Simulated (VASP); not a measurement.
# PtS2 (P-3m1) in VASP: further runs

Runs on PtS2. Level: PBEsol. Tasks: single point.

All numbers are computed with VASP 6.6.1; they aren't measurements. Logs are shortened: lines on timing, memory, paths and dates and some standing lists are left out, and cuts for length are marked.

## 1. The cell of the first run

It takes space group P-3m1 (No. 164, trigonal). Conventional cell: a = 3.543 Å, b = 3.543 Å, c = 4.913 Å, α = 90.00°, β = 90.00°, γ = 120.00°. Pt (site symmetry -3m) has 6 S at 2.39 Å within 3.2 Å. S (site symmetry 3m) has 3 Pt at 2.39 Å and 6 S at 3.20 Å within 3.2 Å.

## 2. Single point, PBEsol (strain +0.000 along x and y, -0.025 along z)

Input file INCAR:

```
SYSTEM = PtS2
PREC = Accurate
ENCUT = 520
EDIFF = 1E-6
ISMEAR = 0
SIGMA = 0.05
LREAL = .FALSE.
LASPH = .TRUE.
NELM = 80
ALGO = Normal
ISIF = 2
LWAVE = .FALSE.
LCHARG = .TRUE.
GGA = PS
LELF = .TRUE.
LVHAR = .TRUE.
NBANDS = 18
```

Input file KPOINTS:

```
Automatic mesh
0
G
  12 12 8
  0 0 0
```

Input file POSCAR:

```
PtS2
1.0
    3.5431994758      0.0000000000      0.0000000000
   -1.7715997379      3.0685007567      0.0000000000
    0.0000000000      0.0000000000      4.9128300000
Pt S
1 2
Direct
    0.0000000000      0.0000000000      0.0000000000
    0.3333333333      0.6666666667      0.2500000000
    0.6666666667      0.3333333333      0.7500000000
```

Potentials or basis: VASP PAW PBE potentials, release 64 (Pt, S).

Run with:

```sh
cat potpaw_PBE.64/Pt/POTCAR potpaw_PBE.64/S/POTCAR > POTCAR
mpirun -np 1 vasp_std > vasp.out
```

OUTCAR:

```text
SYSTEM = PtS2
   PREC = Accurate
   ENCUT = 520
   EDIFF = 1E-6
   ISMEAR = 0
   LREAL = .FALSE.
   LASPH = .TRUE.
   NELM = 80
   ISIF = 2
   GGA = PS

 ion  position               nearest neighbor table
   1  0.000  0.000  0.000-   2 2.39   3 2.39   2 2.39   3 2.39   3 2.39   2 2.39
   2  0.333  0.667  0.250-   1 2.39   1 2.39   1 2.39
   3  0.667  0.333  0.750-   1 2.39   1 2.39   1 2.39

  LATTYP: Found a hexagonal cell.
 ALAT       =     3.5431994758
 C/A-ratio  =     1.3865519098

  Lattice vectors:

 A1 = (   3.5431994758,   0.0000000000,   0.0000000000)
 A2 = (  -1.7715997379,   3.0685007567,   0.0000000000)
 A3 = (   0.0000000000,   0.0000000000,   4.9128300000)

Analysis of symmetry for initial positions (statically):
=====================================================================
 Subroutine PRICEL returns:
 Original cell was already a primitive cell.

 Routine SETGRP: Setting up the symmetry group for a
 hexagonal supercell.

 Subroutine GETGRP returns: Found 12 space group operations
 (whereof 12 operations were pure point group operations)
 out of a pool of 24 trial point group operations.

The static configuration has the point symmetry D_3d.

Analysis of symmetry for dynamics (positions and initial velocities):
=====================================================================
 Subroutine PRICEL returns:
 Original cell was already a primitive cell.

 Routine SETGRP: Setting up the symmetry group for a
 hexagonal supercell.

 Subroutine GETGRP returns: Found 12 space group operations
 (whereof 12 operations were pure point group operations)
 out of a pool of 24 trial point group operations.

The dynamic configuration has the point symmetry D_3d.

 Subroutine INISYM returns: Found 12 space group operations
 (whereof 12 operations are pure point group operations),
 and found     1 'primitive' translations

----------------------------------------------------------------------------------------

                                     Primitive cell

  volume of cell :      53.4138

  direct lattice vectors                    reciprocal lattice vectors
     3.543199476  0.000000000  0.000000000     0.282230794  0.162946025  0.000000000
    -1.771599738  3.068500757  0.000000000     0.000000000  0.325892049  0.000000000
     0.000000000  0.000000000  4.912830000     0.000000000  0.000000000  0.203548667

  length of vectors
[... 84 lines left out ...]
   EDIFF  = 0.1E-05   stopping-criterion for ELM
   LREAL  =      F    real-space projection
   EDIFFG = 0.1E-04   stopping-criterion for IOM
   NSW    =      0    number of steps for IOM
   IBRION =     -1    ionic relax: 0-MD 1-quasi-New 2-CG
   NFREE  =      0    steps in history (QN), initial steepest desc. (CG)
   ISIF   =      2    stress and relaxation
   ISYM   =      2    0-nonsym 1-usesym 2-fastsym
   POTIM  = 0.5000    time-step for ionic-motion
   TEBEG  =    0.0;   TEEND  =   0.0 temperature during run
   PSTRESS=    0.0 pullay stress
   NELECT =      22.0000    total number of electrons
   NUPDOWN=      -1.0000    fix difference up-down
   EMIN   =  10.00;   EMAX   =-10.00  energy-range for DOS
   EFERMI =   0.00;   METHOD = LEGACY
   ISMEAR =     0;   SIGMA  =   0.05  broadening in eV -4-tet -1-fermi 0-gaus
   EFERMI_NEDOS =   21; number of points for ismear=-14 and -15
   IALGO  =     38    algorithm
   IMIX   =      4    mixing-type and parameters
     AMIX     =   0.40;   BMIX     =  1.00
     AMIX_MAG =   1.60;   BMIX_MAG =  1.00
  volume/ion in A,a.u.               =      17.80       120.15
  Fermi-wavevector in a.u.,A,eV,Ry     =   1.218048  2.301778 20.186172  1.483642
  Thomas-Fermi vector in A             =   2.353348
   LORBIT       =      0    0 simple, 1 ext, 2 COOP (PROOUT), +10 PAW based schemes
   GGA     = PS    functional components
   LHFCALC =     F    Hartree Fock is set to
   AEXX    =    0.0000 exact exchange contribution
   IVDW    =     0    specifies the selected vdW correction
   LEPSILON=     F    determine dielectric tensor
   LRPA    =     F    only Hartree local field effects (RPA)
 non-spin polarized calculation
 Gauss-broadening in eV      SIGMA  =   0.05
  energy-cutoff  :      520.00
  volume of cell :       53.41
 maximum number of plane-waves:      1473
 NGX is ok and might be reduce to    28
   NGX = 13   NGY = 13   NGZ = 19

 number of electron      21.9999999 magnetization

 Free energy of the ion-electron system (eV)
  ---------------------------------------------------
  ext. energy  EPLUGINS =         0.00000000
  ---------------------------------------------------
  free energy    TOTEN  =       -16.99105658 eV

  energy without entropy =      -16.99105658  energy(sigma->0) =      -16.99105658

 E-fermi :   7.4483     XC(G=0): -11.0204

 val. band max:        7.2377609133   @ k =   0.0000   0.0000   0.0000
 cond. band min:       7.6604311908   @ k =  -0.0833   0.3333   0.2500
 fundamental gap:      0.4226702775
 Fermi energy:         7.4483437188

 k-point     1 :       0.0000    0.0000    0.0000
  band No.  band energies     occupation
      1      -8.3681      2.00000
      2      -5.2525      2.00000
      3      -0.1428      2.00000
      4       0.4095      2.00000
      5       0.4095      2.00000
      6       3.1876      2.00000
[... 481 lines left out ...]
      5       0.9277      2.00000
      6       2.5126      2.00000
[... 10 lines left out ...]
     17      16.3063      0.00000
     18      16.3896      0.00000

 [... further k-points ...]

------------------------ aborting loop because EDIFF is reached ----------------------------------------

  FORCE on cell =-STRESS in cart. coord.  units (eV):
  Direction    XX          YY          ZZ          XY          YZ          ZX
  --------------------------------------------------------------------------------------
  -------------------------------------------------------------------------------------
  Total        0.0602267      0.0602267     -0.5411842      0.0000000      0.0000000      0.0000000
  in kB        1.8065348      1.8065348    -16.2331252      0.0000000      0.0000000      0.0000000
  external PRESSURE =      -4.2066852 kB  Pullay stress =       0.0000000 kB

 VOLUME and BASIS-vectors are now :
 -----------------------------------------------------------------------------
  energy-cutoff  :      520.00
  volume of cell :       53.41
      direct lattice vectors                 reciprocal lattice vectors
     3.543199476  0.000000000  0.000000000     0.282230794  0.162946025  0.000000000
    -1.771599738  3.068500757  0.000000000     0.000000000  0.325892049  0.000000000
     0.000000000  0.000000000  4.912830000     0.000000000  0.000000000  0.203548667

 POSITION                                       TOTAL-FORCE (eV/Angst)
 -----------------------------------------------------------------------------------
      0.00000      0.00000      0.00000         0.000000      0.000000     -0.000000
     -0.00000      2.04567      1.22821        -0.000000      0.000000     -0.219962
      1.77160      1.02283      3.68462         0.000000      0.000000      0.219962
 -----------------------------------------------------------------------------------
    total drift:                               -0.000000     -0.000000     -0.000000

  FREE ENERGIE OF THE ION-ELECTRON SYSTEM (eV)
  ---------------------------------------------------
  free  energy   TOTEN  =       -16.9910565829 eV

  energy  without entropy=      -16.9910565829  energy(sigma->0) =      -16.99105658
```

OSZICAR:

```text
N       E                     dE             d eps       ncg     rms          rms(c)
DAV:   1     0.108363314439E+03    0.10836E+03   -0.10459E+04  4772   0.110E+03
DAV:   2    -0.130980568502E+02   -0.12146E+03   -0.11740E+03  5718   0.220E+02
DAV:   3    -0.182720596656E+02   -0.51740E+01   -0.51348E+01  5954   0.457E+01
DAV:   4    -0.183251081870E+02   -0.53049E-01   -0.53019E-01  6212   0.514E+00
DAV:   5    -0.183258408408E+02   -0.73265E-03   -0.73260E-03  5960   0.591E-01    0.184E+01
DAV:   6    -0.172615845805E+02    0.10643E+01   -0.59862E+00  4912   0.238E+01    0.119E+01
DAV:   7    -0.170201914744E+02    0.24139E+00   -0.11268E+00  4850   0.108E+01    0.568E+00
DAV:   8    -0.169945399157E+02    0.25652E-01   -0.68931E-02  5234   0.183E+00    0.116E+00
DAV:   9    -0.169909722496E+02    0.35677E-02   -0.81246E-03  5552   0.909E-01    0.244E-01
DAV:  10    -0.169910429981E+02   -0.70749E-04   -0.14518E-03  5612   0.242E-01    0.863E-02
DAV:  11    -0.169910567507E+02   -0.13753E-04   -0.54725E-05  6160   0.617E-02    0.461E-02
DAV:  12    -0.169910565829E+02    0.16779E-06   -0.58068E-06  5460   0.226E-02
   1 F= -.16991057E+02 E0= -.16991057E+02  d E =-.647709E-11
```

stdout:

```text
POSCAR found type information on POSCAR PtS
 POSCAR found :  2 types and       3 ions
 scaLAPACK will be used
 -----------------------------------------------------------------------------
|                                                                             |
|                                                                             |
|     You enforced a specific xc type in the INCAR file but a different       |
|     I HOPE YOU KNOW WHAT YOU ARE DOING!                                     |
|                                                                             |
 -----------------------------------------------------------------------------

 LDA part: xc-table for (Slater+PW92), standard interpolation
 POSCAR, INCAR and KPOINTS ok, starting setup
 FFT: planning ... GRIDC
 FFT: planning ... GRID_SOFT
 FFT: planning ... GRID
 WAVECAR not read
 entering main loop
```

Run time: 58 s. Hardware: 1 thread of Intel Xeon Platinum 8488C (Sapphire Rapids), shared host; peak memory 0.26 GiB.

Results:

```yaml
Free_energy: -16.9911 eV
Pressure: -0.4 GPa
Largest_force: 0.220 eV/Å
Band_gap_on_the_k_mesh: 0.42 eV, indirect (least direct gap 0.70 eV)
```

Forces in eV/Å, atoms in the order of the input:
```
Pt   0.000  0.000  0.000
S    0.000  0.000 -0.220
S    0.000  0.000  0.220
```

Caveat: the cell differs from its parent crystal (strain +0.000 along x and y, -0.025 along z); the PAW data sets were made with another functional, which shifts forces and pressure a little; spin-orbit coupling is left out, which moves the levels of the heavy elements. A k mesh can miss the band edges.

## 3. Single point, PBEsol (strain -0.025 along x and y, +0.025 along z)

Input file INCAR:

```
ALGO     = Normal         # electronic algorithm
EDIFF    = 1E-7           # SCF threshold, eV
ENCUT    = 520            # plane-wave cutoff, eV
GGA      = PS             # functional
ISIF     = 2              # what is computed and relaxed
ISMEAR   = 0              # smearing method
LASPH    = True           # aspherical terms in the spheres
LCHARG   = False          # write CHGCAR
LREAL    = False          # projectors in reciprocal space
LWAVE    = False          # write WAVECAR
NBANDS   = 18             # bands
NELM     = 80             # most SCF steps
PREC     = Accurate       # precision mode
SIGMA    = 0.05           # smearing width, eV
```

Input file KPOINTS:

```
k-points
0
Gamma
  12 12 8
```

Input file POSCAR:

```
PtS2
1.0
    3.4546194889      0.0000000000      0.0000000000
   -1.7273097444      2.9917882378      0.0000000000
    0.0000000000      0.0000000000      5.1647700000
Pt S
1 2
Direct
    0.0000000000      0.0000000000      0.0000000000
    0.3333333333      0.6666666667      0.2500000000
    0.6666666667      0.3333333333      0.7500000000
```

Potentials or basis: VASP PAW PBE potentials, release 64 (Pt, S).

Run with:

```sh
cat potpaw_PBE.64/Pt/POTCAR potpaw_PBE.64/S/POTCAR > POTCAR
mpirun -np 1 vasp_std > vasp.out
```

Run time: 74 s. Hardware: 1 thread of Intel Xeon Platinum 8488C (Sapphire Rapids), shared host; peak memory 0.26 GiB.

Results (log left out):

```
Free energy            : -16.9131 eV
Pressure               : 2.4 GPa
Largest force          : 0.403 eV/Å
Band gap on the k mesh : 0.66 eV, indirect (least direct gap 0.87 eV)
```

Forces in eV/Å, atoms in the order of the input:
```
Pt   0.000  0.000  0.000
S    0.000  0.000 -0.403
S    0.000  0.000  0.403
```

Stress tensor (GPa, compression positive):
```
 4.92  0.00  0.00
 0.00  4.92  0.00
 0.00  0.00 -2.51
```

Levels at points of the mesh, in eV from the valence-band top:
```csv
k point,band 8,band 9,band 10,band 11,band 12,band 13,band 14,band 15
"(0.00, 0.00, 0.00)",-2.35,-0.89,-0.89,-0.04,2.05,2.05,4.70,5.55
"(0.50, 0.00, 0.00)",-2.99,-2.98,-2.95,-2.39,1.48,2.60,5.55,6.21
"(0.00, 0.00, 0.50)",-3.01,-1.21,-1.18,-1.18,2.66,2.66,5.54,7.26
"(0.50, 0.00, 0.50)",-2.96,-2.55,-2.50,-1.59,1.62,2.47,4.85,5.08
```

Caveat: the cell differs from its parent crystal (strain -0.025 along x and y, +0.025 along z); the PAW data sets were made with another functional, which shifts forces and pressure a little; spin-orbit coupling is left out, which moves the levels of the heavy elements. A k mesh can miss the band edges.

(Continued in part 2 of 2.)
